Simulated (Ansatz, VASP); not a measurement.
# One calculation of SrO, two programs

```xyz
4
Lattice="3.5533 0.0000 0.0000 -1.7766 3.0772 0.0000 0.0000 0.0000 6.2173" Properties=species:S:1:pos:R:3 pbc="T T T"
Sr    1.7766    1.0257    4.6630
Sr    0.0000    2.0515    1.5543
O     0.0000    0.0000    3.1087
O     0.0000    0.0000    0.0000
```

Alike in both runs: task single point; functional r2SCAN; k mesh 9 × 9 × 5; occupations fermi-dirac, width 0.05 eV; no spin polarisation.

|  | VASP | Ansatz |
| --- | --- | --- |
| version | VASP 6.6.1 | Ansatz 0.2.0 |
| potentials or method | VASP PAW PBE potentials, release 64 (Sr_sv, O) | Ansatz PAW |
| plane-wave cutoff (eV) | 520 | 500 |
| valence electrons in the cell | 32 | 32 |

```tsv
	VASP	Ansatz	Ansatz less VASP
gap on the k mesh at the Fermi level (eV)	3.52	3.56	+0.041
least direct gap on the mesh (eV)	3.67	3.66	-0.011
pressure (GPa)	0.1	-0.4	-0.54
```

VASP's potentials were made for PBE, not for r2SCAN.

Noted on Ansatz's run: odd divisions of the mesh miss points on the zone boundary, where band edges often lie, so the gap on the mesh can be too wide.
